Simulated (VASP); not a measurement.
CaAlBrCl3:

```
Ca Al Br Cl
1.0
     4.25495    0.00000    0.00000
    -2.12747    3.68489    0.00000
     0.00000    0.00000   10.60878
Ca Al Br Cl
1 1 1 3
Direct
  0.33333 0.66667 0.66341
  0.66667 0.33333 0.35009
  0.00000 0.00000 0.99943
  0.66667 0.33333 0.82389
  0.33333 0.66667 0.16931
  0.00000 0.00000 0.49386
```

| Item | Value |
| --- | --- |
| Program | VASP 6.6.1 |
| Task | relaxation of cell and atoms |
| Functional | PBE |
| Potentials or basis | VASP PAW PBE potentials, release 64 (Ca_sv, Al, Br, Cl) |
| Cutoff | 600 eV |
| k mesh | 4 × 4 × 2 |
| Occupations | gaussian, width 0.2 eV |
| Spin | no spin polarisation |

At the start: pressure -0.3 GPa; volume 27.72 Å³/atom.

**Question.** How do energy, volume and symmetry change on relaxing?

**Answer.** Over 35 steps the energy falls by 819.5 meV/atom and the volume is 29.48 Å³/atom (+6.3 %); space group P3m1 (No. 156, to 0.05 Å).

The path:
| step | energy change (eV) | largest force (eV/Å) | pressure (GPa) | volume (Å³) |
| --- | --- | --- | --- | --- |
| 1 | 0.0000 | 2.6763 | -0.28 | 166.34 |
| 2 | -0.9296 | 2.0741 | -0.55 | 165.11 |
| 3 | -2.3457 | 0.9180 | -0.02 | 160.53 |
| 4 | -2.5355 | 0.7657 | 0.31 | 158.40 |
| 5 | -2.6515 | 0.9499 | 0.70 | 153.49 |
| 6 | -2.8352 | 0.5426 | -1.06 | 158.96 |
| 7 | -2.8791 | 0.4571 | -2.13 | 163.15 |
| 8 | -2.9909 | 0.4374 | -1.66 | 160.16 |
| 9 | -3.1289 | 0.7546 | -0.17 | 153.12 |
| 10 | -3.1302 | 0.7971 | 0.04 | 152.28 |
| 11 | -3.2060 | 0.8860 | 0.35 | 151.62 |
| 12 | -3.4687 | 1.1037 | 1.27 | 149.55 |
| 13 | -4.0420 | 0.8813 | 3.11 | 144.98 |
| 14 | -2.9191 | 3.0852 | 10.85 | 134.36 |
| 15 | -4.2070 | 0.2574 | 3.96 | 143.01 |
| 16 | -4.2189 | 0.3727 | 4.56 | 141.85 |
| 17 | -4.2524 | 0.3949 | 4.32 | 142.71 |
| 18 | -4.3033 | 0.7678 | 3.70 | 145.26 |
| 19 | -4.3480 | 0.7083 | 3.17 | 146.78 |
| 20 | -4.4501 | 0.5382 | 1.72 | 151.39 |
| 21 | -4.5228 | 0.4650 | -0.65 | 160.90 |
| 22 | -4.5546 | 0.4189 | -0.61 | 161.16 |
| 23 | -4.6412 | 0.2878 | -0.49 | 161.87 |
| 24 | -4.7591 | 0.3271 | -0.09 | 162.93 |
| 25 | -4.6314 | 1.6732 | 1.56 | 163.74 |
| 26 | -4.7757 | 0.6528 | 0.27 | 163.32 |
| 27 | -4.8335 | 0.3827 | 0.20 | 165.13 |
| 28 | -4.8744 | 0.3242 | 0.18 | 167.90 |
| 29 | -4.8745 | 0.3315 | 0.18 | 168.10 |
| 30 | -4.8924 | 0.2078 | 0.07 | 170.23 |
| 31 | -4.9039 | 0.1599 | -0.06 | 173.30 |
| 32 | -4.9042 | 0.1661 | -0.08 | 173.88 |
| 33 | -4.9115 | 0.1031 | 0.22 | 174.19 |
| 34 | -4.9124 | 0.0995 | 0.37 | 174.34 |
| 35 | -4.9172 | 0.0672 | 0.13 | 176.88 |

Final structure:
```cif
data_structure
_symmetry_space_group_name_H-M 'P 1'
_symmetry_Int_Tables_number 1
_cell_length_a 4.0300
_cell_length_b 4.0300
_cell_length_c 12.5758
_cell_angle_alpha 90.000
_cell_angle_beta 90.000
_cell_angle_gamma 120.000
_cell_volume 176.88
loop_
_atom_site_label
_atom_site_type_symbol
_atom_site_fract_x
_atom_site_fract_y
_atom_site_fract_z
_atom_site_occupancy
Ca1 Ca 0.33333 0.66667 0.65916 1
Al1 Al 0.66667 0.33333 0.18062 1
Br1 Br 0.00000 0.00000 0.06425 1
Cl1 Cl 0.66667 0.33333 0.77454 1
Cl2 Cl 0.33333 0.66667 0.27841 1
Cl3 Cl 0.00000 0.00000 0.54302 1
```

Caveat: the k points lie up to 0.45 Å⁻¹ apart in the final cell; an odd number of electrons without spin polarisation forces a metal; a magnetic or distorted state may lie lower; the relaxation stopped at a loose force limit of 0.08 eV/Å, so its end isn't a converged minimum.
